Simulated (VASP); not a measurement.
# CdCo2Se3 (P6/mmm) in VASP: a series of runs, part 2 of 2

VASP 6.6.1. Earlier steps stand in the parts before.

## (3) Single point, PBE, collinear spin, ferromagnetic start

This run uses another cell than the first one, of 31.47 Å³/atom.

Input file INCAR:

```
SYSTEM = CdCo2Se3
PREC = Accurate
ENCUT = 520
EDIFF = 1E-7
ISMEAR = 0
SIGMA = 0.15
LREAL = .FALSE.
LASPH = .TRUE.
NELM = 150
ALGO = Normal
ISIF = 2
LWAVE = .FALSE.
LCHARG = .TRUE.
ISPIN = 2
MAGMOM = 0 3 3 0 0 0
LORBIT = 11
LMAXMIX = 4
GGA = PE
LELF = .TRUE.
LVHAR = .TRUE.
NBANDS = 37
```

Input file KPOINTS:

```
Automatic mesh
0
G
  3 3 2
  0 0 0
```

Input file POSCAR:

```
CdCo2Se3
1.0
    5.4311895361      0.0000000000      0.0000000000
   -2.7155947680      4.7035481110      0.0000000000
    0.0000000000      0.0000000000      7.3911702873
Cd Co Se
1 2 3
Direct
    0.0000000000      0.0000000000      0.5000000000
    0.0000000000      0.0000000000      0.1409023602
    0.0000000000      0.0000000000      0.8590976398
    0.5000000000      0.0000000000      0.0000000000
    0.0000000000      0.5000000000      0.0000000000
    0.5000000000      0.5000000000      0.0000000000
```

Potentials or basis: VASP PAW PBE potentials, release 64 (Cd, Co, Se).

The run is started by

```sh
$ cat potpaw_PBE.64/Cd/POTCAR potpaw_PBE.64/Co/POTCAR potpaw_PBE.64/Se/POTCAR > POTCAR
$ mpirun -np 1 vasp_std > vasp.out
```

OUTCAR:

```text
SYSTEM = CdCo2Se3
   PREC = Accurate
   ENCUT = 520
   EDIFF = 1E-7
   ISMEAR = 0
   LREAL = .FALSE.
   LASPH = .TRUE.
   NELM = 150
   ISIF = 2
   ISPIN = 2
   LORBIT = 11
   GGA = PE

 ion  position               nearest neighbor table
   1  0.000  0.000  0.500-   2 2.65   3 2.65
   2  0.000  0.000  0.141-   3 2.08   1 2.65   5 2.91   5 2.91   6 2.91   6 2.91   4 2.91   4 2.91

   3  0.000  0.000  0.859-   2 2.08   1 2.65   5 2.91   5 2.91   6 2.91   6 2.91   4 2.91   4 2.91

   4  0.500  0.000  0.000-   6 2.72   6 2.72   5 2.72   5 2.72   2 2.91   2 2.91   3 2.91   3 2.91

   5  0.000  0.500  0.000-   4 2.72   4 2.72   6 2.72   6 2.72   2 2.91   3 2.91   2 2.91   3 2.91

   6  0.500  0.500  0.000-   4 2.72   4 2.72   5 2.72   5 2.72   2 2.91   3 2.91   2 2.91   3 2.91

  LATTYP: Found a hexagonal cell.
 ALAT       =     5.4311895361
 C/A-ratio  =     1.3608750419

  Lattice vectors:

[... 667 lines left out ...]
  -------------------------------------------------------------------------------------
  Total        0.0842618      0.0842618      0.0236615      0.0000000      0.0000000      0.0000000
  in kB        0.7150022      0.7150022      0.2007795      0.0000000      0.0000000      0.0000000
  external PRESSURE =       0.5435946 kB  Pullay stress =       0.0000000 kB

 VOLUME and BASIS-vectors are now :
 -----------------------------------------------------------------------------
  energy-cutoff  :      520.00
  volume of cell :      188.81
      direct lattice vectors                 reciprocal lattice vectors
     5.431189536  0.000000000  0.000000000     0.184121728  0.106302729  0.000000000
    -2.715594768  4.703548111  0.000000000     0.000000000  0.212605458  0.000000000
     0.000000000  0.000000000  7.391170287     0.000000000  0.000000000  0.135296572

 POSITION                                       TOTAL-FORCE (eV/Angst)
 -----------------------------------------------------------------------------------
      0.00000      0.00000      3.69559        -0.000000      0.000000     -0.000000
      0.00000      0.00000      1.04143         0.000000      0.000000     -0.083042
      0.00000      0.00000      6.34974         0.000000     -0.000000      0.083042
      2.71559      0.00000      0.00000        -0.000000      0.000000     -0.000000
     -1.35780      2.35177      0.00000        -0.000000      0.000000     -0.000000
      1.35780      2.35177      0.00000        -0.000000      0.000000     -0.000000
 -----------------------------------------------------------------------------------
    total drift:                               -0.000000      0.000000     -0.000000

  FREE ENERGIE OF THE ION-ELECTRON SYSTEM (eV)
  ---------------------------------------------------
  free  energy   TOTEN  =       -19.9535436955 eV

  energy  without entropy=      -19.8464301903  energy(sigma->0) =      -19.89998694

 total charge

# of ion       s       p       d       tot
------------------------------------------
    1        0.712   0.103   9.502  10.317
    2        0.385   0.240   7.342   7.966
    3        0.385   0.240   7.342   7.966
    4        1.531   2.103   0.061   3.695
    5        1.531   2.103   0.061   3.695
    6        1.531   2.103   0.061   3.695
--------------------------------------------------
tot          6.073   6.892  24.371  37.337

 magnetization (x)

# of ion       s       p       d       tot
------------------------------------------
    1       -0.005  -0.012   0.006  -0.011
    2        0.011  -0.004   1.624   1.632
    3        0.011  -0.004   1.624   1.632
    4        0.001   0.025  -0.003   0.023
    5        0.001   0.025  -0.003   0.023
    6        0.001   0.025  -0.003   0.023
--------------------------------------------------
tot          0.022   0.058   3.243   3.323
```

It took 87 s on 1 thread of Intel Xeon 6975P-C (Granite Rapids), shared host; peak memory 0.36 GiB.

Results:

- Free energy: -19.9535 eV
- Pressure: 0.1 GPa
- Largest force: 0.083 eV/Å
- Net moment: 3.36 μB per cell
- Site moments: Cd -0.01; Co +1.63; Se +0.02 μB
- Valence electrons inside the program's atomic spheres: Cd 10.32; Co 7.97; Se 3.69

Forces on the atoms (eV/Å):
```
Cd   0.000  0.000  0.000
Co   0.000  0.000 -0.083
Co   0.000  0.000  0.083
Se   0.000  0.000  0.000
Se   0.000  0.000  0.000
Se   0.000  0.000  0.000
```

Caveat: the k points lie up to 0.45 Å⁻¹ apart.

## (4) Relaxation of cell and atoms, PBE, collinear spin, ferromagnetic start

This run uses another cell than the first one, of 23.11 Å³/atom.

Input file INCAR:

```
PREC     = Accurate       # precision mode
ENCUT    = 600            # plane-wave cutoff, eV
EDIFF    = 1E-6           # SCF threshold, eV
ISMEAR   = 0              # smearing method
SIGMA    = 0.15           # smearing width, eV
LREAL    = False          # projectors in reciprocal space
LASPH    = True           # aspherical terms in the spheres
NELM     = 150            # most SCF steps
ALGO     = Normal         # electronic algorithm
ISIF     = 3              # what is computed and relaxed
LWAVE    = False          # write WAVECAR
LCHARG   = False          # write CHGCAR
ISPIN    = 2              # spin polarisation
MAGMOM   = 0 3 3 0 0 0    # initial moments
LORBIT   = 11             # projections on sites
LMAXMIX  = 4              # l up to which the mixer works
GGA      = PE             # functional
IBRION   = 2              # ionic algorithm
NSW      = 36             # ionic steps
EDIFFG   = -0.08          # ionic threshold
```

Input file KPOINTS:

```
regular mesh
0
Gamma
  3 3 2
```

Input file POSCAR:

```
CdCo2Se3
1.0
    4.1835968000      0.0000000000      0.0000000000
   -2.0917984000      3.6231011100      0.0000000000
    0.0000000000      0.0000000000      9.1465779700
Cd Co Se
1 2 3
Direct
    0.0000000000      0.0000000000      0.5000000000
    0.0000000000      0.0000000000      0.1953451500
    0.0000000000      0.0000000000      0.8046548500
    0.5000000000      0.0000000000      0.0000000000
    0.0000000000      0.5000000000      0.0000000000
    0.5000000000      0.5000000000      0.0000000000
```

The run is started by

```sh
$ cat potpaw_PBE.64/Cd/POTCAR potpaw_PBE.64/Co/POTCAR potpaw_PBE.64/Se/POTCAR > POTCAR
$ mpirun -np 1 vasp_std > vasp.out
```

Wall time 27 min (1 thread of Intel Xeon 6975P-C (Granite Rapids), shared host); peak memory 0.42 GiB.

Results (log left out):

| Item | Value |
| --- | --- |
| Free energy | -19.9208 eV |
| Relaxed volume | 31.29 Å³/atom |
| Relaxed cell | a = 5.418 Å, b = 5.418 Å, c = 7.384 Å, α = 90.00°, β = 90.00°, γ = 120.00° |
| Space group after relaxing (to 0.1 Å) | P6/mmm (No. 191) |
| Energy gained by relaxing | 2075.3 meV/atom |
| Ionic steps | 21 |
| Pressure after relaxing | 0.2 GPa |
| Largest force after relaxing | 0.054 eV/Å |
| Net moment | -3.33 μB per cell |
| Site moments | Cd +0.01; Co -1.62; Se -0.02 μB |
| Valence electrons inside the program's atomic spheres | Cd 10.31; Co 7.97; Se 3.70 |

Forces in eV/Å, atoms in the order of the input:
```
Cd   0.000  0.000  0.000
Co   0.000  0.000  0.054
Co   0.000  0.000 -0.054
Se   0.000  0.000  0.000
Se   0.000  0.000  0.000
Se   0.000  0.000  0.000
```

Stress tensor (GPa, compression positive):
```
0.18 0.00 0.00
0.00 0.18 0.00
0.00 0.00 0.26
```

Step by step:
```csv
step,energy change (eV),largest force (eV/Å),pressure (GPa),volume (Å³)
1,0.0000,0.1340,38.49,138.64
2,-8.1325,1.2803,-5.09,268.94
3,-9.9114,0.8450,0.22,206.92
4,-9.0066,1.3855,-3.99,228.78
5,-9.0728,1.4541,-3.39,220.62
6,-9.0796,1.4784,-3.05,216.92
7,-10.1386,2.1840,-2.86,201.37
8,-7.9742,6.7611,16.04,151.77
9,-10.8184,2.9342,0.43,190.36
10,-10.8721,3.4995,1.03,185.61
11,-11.5970,3.2027,0.60,181.61
12,-9.0900,15.7006,11.67,169.18
13,-11.6837,3.2989,0.80,179.99
14,-12.1457,0.1762,2.70,174.65
15,-12.1602,1.6093,1.77,176.23
16,-12.1785,0.9432,2.08,175.56
17,-12.4015,0.5106,0.73,182.22
18,-12.4416,0.4033,0.21,185.84
19,-12.4458,0.3811,0.04,187.28
20,-12.4459,0.3779,-0.02,187.56
21,-12.4520,0.0541,0.21,187.73
```

Final structure:
```xyz
6
Lattice="5.4183 0.0000 0.0000 -2.7091 4.6924 0.0000 0.0000 0.0000 7.3839" Properties=species:S:1:pos:R:3 pbc="T T T"
Cd    0.0000    0.0000    3.6920
Co    5.4183    0.0000    1.0365
Co    0.0000    0.0000    6.3474
Se    2.7091    0.0000    0.0000
Se   -1.3546    2.3462    0.0000
Se    1.3546    2.3462    0.0000
```

Levels at points of the mesh, in eV from the Fermi level:
Spin up:
| k point | band 18 | band 19 | band 20 | band 21 | band 22 | band 23 | band 24 | band 25 | band 26 | band 27 |
| --- | --- | --- | --- | --- | --- | --- | --- | --- | --- | --- |
| (0.00, 0.00, 0.00) | -1.01 | -0.51 | -0.51 | -0.37 | -0.13 | 0.47 | 0.47 | 0.64 | 0.64 | 1.68 |
| (0.00, 0.00, 0.50) | -0.91 | -0.78 | -0.52 | -0.52 | 0.30 | 0.30 | 0.64 | 0.64 | 0.79 | 1.59 |
Spin down:
| k point | band 22 | band 23 | band 24 | band 25 | band 26 | band 27 | band 28 | band 29 | band 30 | band 31 |
| --- | --- | --- | --- | --- | --- | --- | --- | --- | --- | --- |
| (0.00, 0.00, 0.00) | -1.49 | -1.21 | -0.62 | -0.21 | -0.21 | 1.24 | 2.10 | 3.38 | 3.38 | 4.30 |
| (0.00, 0.00, 0.50) | -1.58 | -1.38 | -0.38 | -0.21 | -0.21 | 1.55 | 2.10 | 3.36 | 3.36 | 3.53 |

Caveat: the k points lie up to 0.45 Å⁻¹ apart in the final cell; the volume moved by over 15 % at a fixed basis, so the end points are rough; the relaxation stopped at a loose force limit of 0.08 eV/Å, so its end isn't a converged minimum.

## (5) The runs side by side

| task | cell | cutoff (eV) | gap on the mesh (eV) | pressure (GPa) | moment (μB) | largest force (eV/Å) |
| --- | --- | --- | --- | --- | --- | --- |
| single point | a = 5.029, b = 5.029, c = 5.004 Å, angles 90.0, 90.0, 120.0°, 6 atoms, atomic positions A | 520 | none | 0.5 | 3.17 | - |
| single point | a = 5.431, b = 5.431, c = 7.391 Å, angles 90.0, 90.0, 120.0°, 6 atoms, atomic positions B | 520 | none | 0.1 | 3.36 | 0.08 |
| relaxation of cell and atoms | relaxed from a = 4.184, b = 4.184, c = 9.147 Å, angles 90.0, 90.0, 120.0°, 6 atoms, atomic positions C | 600 | none | 0.2 | 3.33 | 0.05 |

Alike in all rows: level PBE; potentials or basis VASP PAW PBE potentials, release 64 (Cd, Co, Se); spin collinear, ferromagnetic start; k mesh 3 × 3 × 2; smearing gaussian 0.15 eV.

Caveats: all runs use coarse meshes; the volume moved by over 15 % at a fixed basis, so the end points are rough (at least some runs); the relaxation stopped at a loose force limit of 0.08 eV/Å, so its end isn't a converged minimum (at least some runs).

Total energies depend on the potentials used, so only differences within one code and one set of settings carry meaning.
